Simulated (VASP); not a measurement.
The system is BN.

```
N B
1.0
     2.48147    0.00000    0.00000
    -1.24074    2.14902    0.00000
     0.00000    0.00000    6.59116
N B
2 2
Cartesian
  1.2407 0.7163 1.6478
  0.0000 1.4327 4.9434
  1.2407 0.7163 4.9434
  0.0000 1.4327 1.6478
```

Base run:

| Quantity | Value |
| --- | --- |
| Program | VASP 6.6.1 |
| Functional | PBE |
| Potentials or basis | VASP PAW PBE potentials, release 64 (N, B) |
| Cutoff | 520 eV |
| k mesh | 12 × 12 × 4 |
| Occupations | fermi-dirac, width 0.05 eV |
| Spin | no spin polarisation |

Its results: band gap on the k mesh 4.31 eV, indirect (least direct gap 4.71 eV); pressure 10.5 GPa.

Problem. After a change of settings the same cell gave: band gap on the k mesh 4.20 eV, indirect (least direct gap 4.64 eV); pressure 7.7 GPa. Which change was it?
A. functional from PBE to PBEsol
B. functional from PBE to r2SCAN
C. functional from PBE to RPBE

Solution. A.

PBEsol binds more tightly than PBE, so the same cell stands under less pressure.

Caveats: this functional lacks dispersion, which binds the layers, so the pressure and a relaxed spacing across them are unreliable; the PAW data sets were made with another functional, which shifts forces and pressure a little (some runs).
